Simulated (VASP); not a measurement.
## TeAu: relaxation of cell and atoms with PBE

TeAu:

```
CELL_PARAMETERS angstrom
0.00000 3.07697 3.07697
3.07697 0.00000 3.07697
3.07697 3.07697 0.00000
ATOMIC_POSITIONS crystal
Te 0.00000 0.00000 0.00000
Au 0.75000 0.75000 0.75000
```

* Program: VASP 6.6.1
* Task: relaxation of cell and atoms
* Functional: PBE
* Potentials or basis: VASP PAW PBE potentials, release 64 (Te, Au)
* Cutoff: 600 eV
* k mesh: 16 × 16 × 16
* Occupations: gaussian, width 0.1 eV
* Spin: no spin polarisation
* Dipole correction: no
* Further INCAR settings: ALGO = Normal; EDIFF = 1e-06; IBRION = 2; EDIFFG = -0.01; NSW = 100; ISIF = 3

```
Relaxed volume                         : 30.78 Å³/atom
Relaxed cell                           : a = 4.432 Å, b = 4.432 Å, c = 4.432 Å, α = 60.00°, β = 60.00°, γ = 60.00°
Space group after relaxing (to 0.05 Å) : F-43m (No. 216)
Energy gained by relaxing              : 17.4 meV/atom
Ionic steps                            : 3
Pressure after relaxing                : 0.0 GPa
```

Step by step:
```
step  energy change (eV)  largest force (eV/Å)  pressure (GPa)  volume (Å³)
   1              0.0000                0.0000            3.59        58.26
   2             -0.0195                0.0000           -1.95        63.95
   3             -0.0347                0.0000            0.01        61.56
```

Final structure:
```xyz
2
Lattice="0.0000 3.1339 3.1339 3.1339 0.0000 3.1339 3.1339 3.1339 0.0000" Properties=species:S:1:pos:R:3 pbc="T T T"
Te    0.0000    0.0000    0.0000
Au    4.7008    4.7008    4.7008
```

Levels at points of the mesh, in eV from the Fermi level:
| k point | band 5 | band 6 | band 7 | band 8 | band 9 | band 10 | band 11 | band 12 |
| --- | --- | --- | --- | --- | --- | --- | --- | --- |
| (0.00, 0.00, 0.00) | -3.76 | -3.76 | 1.03 | 1.48 | 1.48 | 1.48 | 5.39 | 5.39 |
| (0.50, 0.00, 0.00) | -3.72 | -3.72 | -3.48 | 0.18 | 0.18 | 2.21 | 6.30 | 6.30 |
| (0.50, 0.50, 0.00) | -3.63 | -3.48 | -3.37 | -1.50 | -1.50 | 3.43 | 3.66 | 9.45 |

Run time: 95 s on 1 thread of Intel(R) Xeon(R) 6975P-C (Granite Rapids) (shared host), peak memory 0.31 GiB.

Caveat: spin-orbit coupling is left out, which moves the levels of the heavy elements.
